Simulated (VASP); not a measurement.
## KTaO3: relaxation of cell and atoms with r2SCAN

KTaO3:

```
K Ta O
1.0
     3.98000    0.00000    0.00000
     0.00000    3.98000    0.00000
     0.00000    0.00000    3.98000
K Ta O
1 1 3
Cartesian
  0.0000 0.0000 0.0000
  1.9900 1.9900 1.9900
  1.9900 1.9900 0.0000
  1.9900 0.0000 1.9900
  0.0000 1.9900 1.9900
```

```yaml
Program: VASP 6.6.1
Task: relaxation of cell and atoms
Functional: r2SCAN
Potentials_or_basis: VASP PAW PBE potentials, release 64 (K_sv, Ta_pv, O)
Cutoff: 600 eV
k_mesh: 8 × 8 × 8
Occupations: gaussian, width 0.01 eV
Spin: no spin polarisation
Dipole_correction: no
Further_INCAR_settings: ALGO = Normal; EDIFF = 1e-06; IBRION = 2; EDIFFG = -0.002; NSW = 80; ISIF = 3
```

```json
{
 "Relaxed volume": "12.75 Å³/atom",
 "Relaxed cell": "a = 3.995 Å, b = 3.995 Å, c = 3.995 Å, α = 90.00°, β = 90.00°, γ = 90.00°",
 "Space group after relaxing (to 0.1 Å)": "Pm-3m (No. 221)",
 "Energy gained by relaxing": "1.0 meV/atom",
 "Ionic steps": "3",
 "Pressure after relaxing": "0.0 GPa",
 "Band gap on the k mesh": "2.59 eV (least direct gap 3.24 eV)"
}
```

The path:
```tsv
step	energy change (eV)	largest force (eV/Å)	pressure (GPa)	volume (Å³)
1	0.0000	0.0000	2.41	63.04
2	0.0055	0.0000	-3.32	64.79
3	-0.0052	0.0000	-0.02	63.76
```

Final structure:
```yaml
crystal:
  lattice:
    - [3.99497, 0.00000, 0.00000]
    - [0.00000, 3.99497, 0.00000]
    - [0.00000, 0.00000, 3.99497]
  atoms:
    - { symbol: K, position: [0.00000, 0.00000, 0.00000] }
    - { symbol: Ta, position: [0.50000, 0.50000, 0.50000] }
    - { symbol: O, position: [0.50000, 0.50000, 0.00000] }
    - { symbol: O, position: [0.50000, 0.00000, 0.50000] }
    - { symbol: O, position: [0.00000, 0.50000, 0.50000] }
```

Levels at points of the mesh, in eV from the valence-band top:
```
           k point  band 15  band 16  band 17  band 18  band 19  band 20  band 21  band 22  band 23
(0.00, 0.00, 0.00)    -1.09    -1.09    -0.65    -0.65    -0.65     2.59     2.59     2.59     7.02
(0.50, 0.00, 0.00)    -2.39    -2.14    -1.53    -0.89    -0.89     2.74     5.40     5.40     7.04
(0.50, 0.50, 0.00)    -2.81    -1.75    -1.46    -1.46    -0.04     5.44     5.44     6.74     8.05
(0.50, 0.50, 0.50)    -3.94    -3.94     0.00     0.00     0.00     6.87     6.87     6.87     9.65
```

Wall time 2.8 min on 1 thread of Intel(R) Xeon(R) 6975P-C (Granite Rapids) (shared host), peak memory 0.25 GiB.

Caveat: the PAW data sets were made with another functional, which shifts forces and pressure a little; spin-orbit coupling is left out, which moves the levels of the heavy elements. A k mesh can miss the band edges.
